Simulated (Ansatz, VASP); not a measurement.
# Two plane-wave programs on Al

```
Al
1.0
     2.92643    0.00000    0.00000
    -1.46322    2.53436    0.00000
     0.00000    0.00000    9.23113
Al
4
Direct
  0.00000 0.00000 0.00000
  0.33333 0.66667 0.25000
  0.00000 0.00000 0.50000
  0.66667 0.33333 0.75000
```

Alike in both runs: task single point; functional PBE; dispersion D3(BJ); k mesh 18 × 18 × 6; occupations gaussian, width 0.15 eV; no spin polarisation.

```csv
,VASP,Ansatz
version,VASP 6.6.1,Ansatz 0.2.0
potentials or method,"VASP PAW PBE potentials, release 64 (Al), cutoff 520 eV","scalar-relativistic, plane waves, PAW"
valence electrons in the cell,12,12
```

|  | VASP | Ansatz | Ansatz less VASP |
| --- | --- | --- | --- |
| gap on the k mesh at the Fermi level (eV) | none | none | - |
| pressure (GPa) | -5.4 | -5.4 | +0.01 |
| traceless stress, the component that is largest in VASP (GPa) | 1.53 | 1.53 | +0.002 |

A gap of «none» marks a metal or a gap that the smearing closes.
